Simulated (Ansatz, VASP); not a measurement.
**Two plane-wave programs on Zr3TiC4**

The input POSCAR:

```
Zr3TiC4
1.0
    3.2714158000      0.0000000000      0.0000000000
    0.0000000000      4.6334927000      0.0000000000
    0.0000000000      0.0000000000      6.5379726000
Zr Ti C
3 1 4
Direct
    0.0000000000      0.0000000000      0.7458450000
    0.0000000000      0.0000000000      0.2541550000
    0.5000000000      0.5000000000      0.0000000000
    0.5000000000      0.5000000000      0.5000000000
    0.0000000000      0.5000000000      0.2610930000
    0.0000000000      0.5000000000      0.7389070000
    0.5000000000      0.0000000000      0.0000000000
    0.5000000000      0.0000000000      0.5000000000
```

INCAR.step1

```
  PREC = Accurate
  ENCUT = 520
  ISMEAR = 0
  SIGMA = 0.1
  LREAL = False
  LASPH = True
  NELM = 100
  NBANDS = 42
  GGA = PE
  ALGO = Normal
  EDIFF = 1E-4
  LWAVE = True
  LCHARG = False
```

INCAR.step2

```
  PREC = Accurate
  ENCUT = 520
  EDIFF = 1E-6
  ISMEAR = 0
  SIGMA = 0.1
  LREAL = False
  LASPH = True
  NELM = 100
  ALGO = Normal
  ISIF = 2
  LWAVE = False
  LCHARG = False
  METAGGA = R2SCAN
  LMIXTAU = True
  NBANDS = 42
  ISTART = 1
```

File KPOINTS:

```
Automatic mesh
0
Gamma
  12 8 6
```

Input for Ansatz:

```yaml
crystal:
  lattice:
    - [3.2714158, 0.0, 0.0]
    - [0.0, 4.6334927, 0.0]
    - [0.0, 0.0, 6.5379726]
  atoms:
    - { symbol: Zr, position: [0.0, 0.0, 0.745845] }
    - { symbol: Zr, position: [0.0, 0.0, 0.254155] }
    - { symbol: Zr, position: [0.5, 0.5, 0.0] }
    - { symbol: Ti, position: [0.5, 0.5, 0.5] }
    - { symbol: C, position: [0.0, 0.5, 0.261093] }
    - { symbol: C, position: [0.0, 0.5, 0.738907] }
    - { symbol: C, position: [0.5, 0.0, 0.0] }
    - { symbol: C, position: [0.5, 0.0, 0.5] }
basis:
  ecutwfc: 500
kpoints:
  mp_grid: { grid: [12, 8, 6] }
  band_path:
    path:
      - [[0.0, 0.0, 0.0], [0.5, 0.0, 0.0], [0.5, 0.5, 0.0], [0.0, 0.5, 0.0], [0.0, 0.0, 0.0], [0.0, 0.0, 0.5], [0.5, 0.0, 0.5], [0.5, 0.5, 0.5], [0.0, 0.5, 0.5], [0.0, 0.0, 0.5]]
      - [[0.5, 0.0, 0.0], [0.5, 0.0, 0.5]]
      - [[0.0, 0.5, 0.0], [0.0, 0.5, 0.5]]
      - [[0.5, 0.5, 0.0], [0.5, 0.5, 0.5]]
    npoints: 14
hamiltonian:
  xc: r2scan
scf:
  occupations: { method: gaussian, width: 0.1 }
  n_extra_bands: 20
output:
  forces: true
  stress: true
  eigenvalues: true
  populations: true
  dos: { projected: true, de: 0.02, nscf_kmesh: { grid: [15, 10, 8] } }
  bader: true
```

Alike in both runs: task single point; functional r2SCAN; k mesh 12 × 8 × 6; occupations gaussian, width 0.1 eV; no spin polarisation.

|  | VASP | Ansatz |
| --- | --- | --- |
| version | VASP 6.6.1 | Ansatz 0.2.0 |
| potentials or method | VASP PAW PBE potentials, release 64 (Zr_sv, Ti_sv, C), cutoff 520 eV | scalar-relativistic, plane waves, PAW |
| valence electrons in the cell | 64 | 64 |

|  | VASP | Ansatz | Ansatz less VASP |
| --- | --- | --- | --- |
| gap on the k mesh at the Fermi level (eV) | none | none | - |
| pressure (GPa) | 0.5 | 0.1 | -0.36 |
| traceless stress, the component that is largest in VASP (GPa) | 0.06 | 0.05 | -0.005 |
| rms of the force components (eV/Å) | 0.006 | 0.009 | +0.0031 |

VASP's potentials were made for PBE, not for r2SCAN. Atom by atom the forces differ by 0.004 eV/Å (rms over components). A gap of «none» marks a metal or a gap that the smearing closes. The functional is the same, so the differences come from potentials, cutoffs and numerics.
